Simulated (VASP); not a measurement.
Set up this calculation in VASP 6.6.1, as the native input.

```yaml
Task: single point
Functional: PBE
Potentials_or_basis: VASP PAW PBE potentials, release 64 (Au)
Cutoff: 520 eV
k_mesh: 16 × 16 × 16
Occupations: fermi-dirac, width 0.0612256 eV
Spin: no spin polarisation
Dipole_correction: no
Further_INCAR_settings: ALGO = Normal; EDIFF = 1e-06; NBANDS = 18
```

The structure of Au lies in POSCAR:

```
Au
1.0
    0.0000000000      3.1421027439      3.1421027439
    3.1421027439      0.0000000000      3.1421027439
    3.1421027439      3.1421027439      0.0000000000
Au
2
Direct
    0.0000000000      0.0000000000      0.0000000000
    0.2500000000      0.2500000000      0.2500000000
```

The input as run:

INCAR

```
PREC     = Accurate       # precision mode
ENCUT    = 520            # plane-wave cutoff, eV
EDIFF    = 1E-6           # SCF threshold, eV
ISMEAR   = -1             # smearing method
SIGMA    = 0.06122561905347299 # smearing width, eV
LREAL    = F              # projectors in reciprocal space
LASPH    = T              # aspherical terms in the spheres
NELM     = 60             # most SCF steps
ALGO     = Normal         # electronic algorithm
ISIF     = 2              # what is computed and relaxed
LWAVE    = F              # write WAVECAR
LCHARG   = T              # write CHGCAR
GGA      = PE             # functional
LELF     = T              # ELF
LVHAR    = T            
NBANDS   = 18             # bands
```

KPOINTS

```
Automatic mesh
0
Gamma
  16 16 16
```

Potentials or basis: VASP PAW PBE potentials, release 64 (Au).

Run with:

```sh
$ cat potpaw_PBE.64/Au/POTCAR > POTCAR
$ mpirun -np 1 vasp_std > vasp.out
```

It gave:

```yaml
Pressure: -2.7 GPa
Band_gap_on_the_k_mesh: zero (band 11 reaches 2.46 eV, above the bottom of band 12 at 1.82 eV)
```

Caveat: spin-orbit coupling is left out, which moves the levels of the heavy elements.

It took 98 s on 1 thread of Intel(R) Xeon(R) Platinum 8375C CPU @ 2.90GHz (Ice Lake), with other jobs on the host, peak memory 0.29 GiB.
